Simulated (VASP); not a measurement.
# GaSb (I-4m2) in VASP: further runs, part 2 of 2

VASP 6.6.1.

## (5) Single point, PBE (biaxial strain in the a-b plane: +4.0 %)

INCAR

```
  PREC = Accurate
  ENCUT = 520
  EDIFF = 1E-6
  ISMEAR = 0
  SIGMA = 0.1
  LREAL = F
  LASPH = T
  NELM = 80
  ALGO = Normal
  ISIF = 2
  LWAVE = F
  LCHARG = F
  GGA = PE
  NBANDS = 26
```

KPOINTS

```
Automatic mesh
0
Gamma
  10 10 8
```

POSCAR

```
GaSb
1.0
    3.2320533534      3.2320533534      0.0000000000
   -3.2320533534      3.2320533534      0.0000000000
    0.0000000000      0.0000000000      6.0663155249
Ga Sb
2 2
Direct
    0.0000000000      0.0000000000      0.0000000000
    0.5000000000      0.5000000000      0.5000000000
    0.5000000000      0.0000000000      0.2500000000
    0.0000000000      0.5000000000      0.7500000000
```

Potentials or basis: VASP PAW PBE potentials, release 64 (Ga_d, Sb).

Started as:

```bash
cat potpaw_PBE.64/Ga_d/POTCAR potpaw_PBE.64/Sb/POTCAR > POTCAR
mpirun -np 1 vasp_std > vasp.out
```

OUTCAR:

```text
PREC = Accurate
   ENCUT = 520
   EDIFF = 1E-6
   ISMEAR = 0
   LREAL = F
   LASPH = T
   NELM = 80
   ISIF = 2
   GGA = PE

 ion  position               nearest neighbor table
   1  0.000  0.000  0.000-   3 2.74   4 2.74   4 2.74   3 2.74
   2  0.500  0.500  0.500-   3 2.74   4 2.74   3 2.74   4 2.74
   3  0.500  0.000  0.250-   1 2.74   2 2.74   2 2.74   1 2.74
   4  0.000  0.500  0.750-   1 2.74   2 2.74   1 2.74   2 2.74

  LATTYP: Found a simple tetragonal cell.
 ALAT       =     4.5708136867
 C/A-ratio  =     1.3271850355

  Lattice vectors:

 A1 = (   3.2320533534,   3.2320533534,   0.0000000000)
 A2 = (  -3.2320533534,   3.2320533534,   0.0000000000)
 A3 = (   0.0000000000,   0.0000000000,   6.0663155249)

Analysis of symmetry for initial positions (statically):
=====================================================================
 Subroutine PRICEL returns following result:

  LATTYP: Found a body centered tetragonal cell.
 ALAT       =     4.5708136867
 C/A-ratio  =     1.3271850355

  Lattice vectors:

[... 184 lines left out ...]

  energy without entropy =      -14.66177791  energy(sigma->0) =      -14.66193932

 E-fermi :   3.9649     XC(G=0):  -8.6578

 val. band max:        3.8452666937   @ k =   0.1000   0.0000   0.0000
 cond. band min:       4.0591422061   @ k =   0.5000   0.0000   0.5000
 fundamental gap:      0.2138755124
 Fermi energy:         3.9648925424

 k-point     1 :       0.0000    0.0000    0.0000
  band No.  band energies     occupation
      1     -11.0053      2.00000
      2     -10.9807      2.00000
      3     -10.9807      2.00000
      4     -10.9711      2.00000
      5     -10.9634      2.00000
      6     -10.9634      2.00000
[... 685 lines left out ...]
     25       9.9768      0.00000
     26      10.4204      0.00000

 [... further k-points ...]

------------------------ aborting loop because EDIFF is reached ----------------------------------------

  FORCE on cell =-STRESS in cart. coord.  units (eV):
  Direction    XX          YY          ZZ          XY          YZ          ZX
  --------------------------------------------------------------------------------------
  -------------------------------------------------------------------------------------
  Total       -2.2612914     -2.2612914     -0.4794172      0.0000000     -0.0000000     -0.0000000
  in kB      -28.5861115    -28.5861115     -6.0605516      0.0000000     -0.0000000     -0.0000000
  external PRESSURE =     -21.0775915 kB  Pullay stress =       0.0000000 kB

 VOLUME and BASIS-vectors are now :
 -----------------------------------------------------------------------------
  energy-cutoff  :      520.00
  volume of cell :      126.74
      direct lattice vectors                 reciprocal lattice vectors
     3.232053353  3.232053353  0.000000000     0.154700417  0.154700417  0.000000000
    -3.232053353  3.232053353  0.000000000    -0.154700417  0.154700417  0.000000000
     0.000000000  0.000000000  6.066315525     0.000000000  0.000000000  0.164844706

 POSITION                                       TOTAL-FORCE (eV/Angst)
 -----------------------------------------------------------------------------------
      0.00000      0.00000      0.00000        -0.000000      0.000000      0.000000
      0.00000      3.23205      3.03316         0.000000     -0.000000     -0.000000
      1.61603      1.61603      1.51658        -0.000000     -0.000000      0.000000
     -1.61603      1.61603      4.54974        -0.000000     -0.000000      0.000000
 -----------------------------------------------------------------------------------
    total drift:                               -0.000000      0.000000      0.000000

  FREE ENERGIE OF THE ION-ELECTRON SYSTEM (eV)
  ---------------------------------------------------
  free  energy   TOTEN  =       -14.6621007284 eV

  energy  without entropy=      -14.6617779051  energy(sigma->0) =      -14.66193932
```

Run time: 3.6 min. Hardware: 1 thread of AMD EPYC 7R43 (Zen 3), shared host; peak memory 0.41 GiB.

What came out:

```yaml
Free_energy: -14.6621 eV
Pressure: -2.1 GPa
Band_gap_on_the_k_mesh: 0.21 eV
```

Stress tensor (GPa, compression positive):
```
-2.86  0.00  0.00
 0.00 -2.86  0.00
 0.00  0.00 -0.61
```

Levels at points of the mesh, in eV from the valence-band top:
```
           k point  band 14  band 15  band 16  band 17  band 18  band 19  band 20  band 21  band 22  band 23
(0.00, 0.00, 0.00)    -2.41    -2.41    -0.64    -0.06    -0.06     0.24     0.75     1.26     2.74     2.92
(0.50, 0.00, 0.00)    -5.17    -2.57    -2.57    -1.24    -1.24     1.66     1.66     4.53     4.53     4.62
(0.50, 0.50, 0.00)    -6.41    -2.09    -2.09    -2.05    -2.05     1.18     1.18     1.59     1.59     7.87
(0.00, 0.00, 0.50)    -3.84    -1.55    -1.55    -1.55    -1.55     1.07     1.07     2.64     2.64     5.27
(0.50, 0.00, 0.50)    -5.86    -1.16    -1.16    -0.75    -0.75     0.21     0.21     3.64     3.64     3.97
(0.50, 0.50, 0.50)    -6.28    -2.84    -2.84    -2.66    -2.66     3.73     3.73     4.62     4.62     4.66
```

Caveat: the cell differs from its parent crystal (biaxial strain in the a-b plane: +4.0 %); semilocal functionals underestimate gaps, and a narrow one can read as zero; spin-orbit coupling is left out, which moves the levels of the heavy elements. A k mesh can miss the band edges.

## (6) The runs side by side

```csv
cell,k mesh,gap on the mesh (eV),pressure (GPa)
"a = 4.395, b = 4.395, c = 6.588 Å, 4 atoms",12 × 12 × 8,none,-2.2
"a = 4.395, b = 4.395, c = 5.843 Å, 4 atoms",12 × 12 × 8,0.10,3.2
"a = 4.395, b = 4.395, c = 5.967 Å, 4 atoms",12 × 12 × 8,0.17,2.0
"a = 4.571, b = 4.571, c = 6.066 Å, 4 atoms",10 × 10 × 8,0.21,-2.1
```

Alike in all rows: task single point; level PBE; potentials or basis VASP PAW PBE potentials, release 64 (Ga_d, Sb); no spin polarisation; cutoff (eV) 520; smearing gaussian 0.1 eV.

Caveats: semilocal functionals underestimate gaps, and a narrow one can read as zero; spin-orbit coupling is left out, which moves the levels of the heavy elements; the cell stands under pressure (at least some runs).

Total energies depend on the potentials used, so only differences within one code and one set of settings carry meaning.

The gap in the log of VASP goes by the Fermi energy; the results here count the filled bands.